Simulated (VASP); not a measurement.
The system is BiS7.

```xyz
8
Lattice="5.8072 0.0000 0.0000 0.0000 5.8072 0.0000 0.0000 0.0000 6.5976" Properties=species:S:1:pos:R:3 pbc="T T T"
Bi    0.0000    0.0000    3.2988
S     4.1227    1.4293    0.0000
S     1.6846    4.3779    0.0000
S     4.3779    4.1227    0.0000
S     1.4293    1.6846    0.0000
S     0.0000    2.9036    3.2988
S     2.9036    0.0000    3.2988
S     0.0000    0.0000    0.0000
```

The cell was generated, and may not be a known phase.

* Program: VASP 6.6.1
* Task: relaxation of cell and atoms
* Functional: PBE
* Potentials or basis: VASP PAW PBE potentials, release 64 (Bi_d, S)
* Cutoff: 600 eV
* k mesh: 3 × 3 × 3
* Occupations: gaussian, width 0.2 eV
* Spin: no spin polarisation

At the start: pressure -4.7 GPa; volume 27.81 Å³/atom.

Task: How do energy, volume and symmetry change on relaxing?

Result: Over 32 steps the energy falls by 485.9 meV/atom and the volume is 23.09 Å³/atom (-17.0 %); space group P4/m (No. 83, to 0.1 Å) before and after.

Step by step:
```
step  energy change (eV)  largest force (eV/Å)  pressure (GPa)  volume (Å³)
   1              0.0000                1.3542           -4.67       222.50
   2             -0.9477                1.8872            0.82       197.25
   3             -0.9849                1.8594            2.95       191.36
   4             -1.4797                0.5722            5.32       188.09
   5             -1.4816                0.4834            5.57       187.88
   6             -1.9314                0.4423           -0.50       207.74
   7             -1.9317                0.4456           -0.61       208.26
   8             -1.9772                0.4850           -0.27       207.89
   9             -2.0901                0.9723            0.86       206.79
  10             -2.0843                3.0738            3.74       204.59
  11             -2.1422                1.5789            1.80       205.95
  12             -2.1478                1.9759            2.35       205.52
  13             -2.1519                1.9974            2.36       205.53
  14             -2.1640                2.0609            2.40       205.55
  15             -2.1878                2.1909            2.49       205.59
  16             -2.2323                2.4631            2.66       205.68
  17             -2.2991                3.0638            3.04       205.84
  18             -2.3258                4.3052            3.86       206.14
  19             -2.4008                4.2764            3.61       206.52
  20             -2.6247                4.0591            2.74       207.64
  21             -3.0395                3.0723            0.61       209.84
  22             -3.4428                0.0122           -4.18       213.99
  23             -3.4454                0.4169           -3.53       213.43
  24             -3.4471                0.2892           -3.72       213.59
  25             -3.4848                0.1775           -3.75       212.25
  26             -3.5823                0.1620           -3.80       208.23
  27             -3.6971                0.8199           -3.77       200.32
  28             -3.8089                0.4675           -2.45       195.05
  29             -3.8792                0.1113           -0.22       187.63
  30             -3.8798                0.1768            0.05       186.83
  31             -3.8833                0.1191            0.09       186.23
  32             -3.8870                0.0603            0.20       184.73
```

Final structure:
```
CELL_PARAMETERS angstrom
5.70489 0.00000 0.00000
0.00000 5.70489 0.00000
0.00000 0.00000 5.67586
ATOMIC_POSITIONS crystal
Bi 0.00000 0.00000 0.50000
S 0.47680 0.24555 0.00000
S 0.52320 0.75445 0.00000
S 0.75445 0.47680 0.00000
S 0.24555 0.52320 0.00000
S 0.00000 0.50000 0.50000
S 0.50000 0.00000 0.50000
S 0.00000 0.00000 0.00000
```

Caveat: the k points lie up to 0.37 Å⁻¹ apart in the final cell, too coarse for converged energies and pressures of a metal; the volume moved by over 15 % at a fixed basis, so the end points are rough; an odd number of electrons without spin polarisation forces a metal; a magnetic or distorted state may lie lower; the relaxation stopped at a loose force limit of 0.08 eV/Å, so its end isn't a converged minimum.
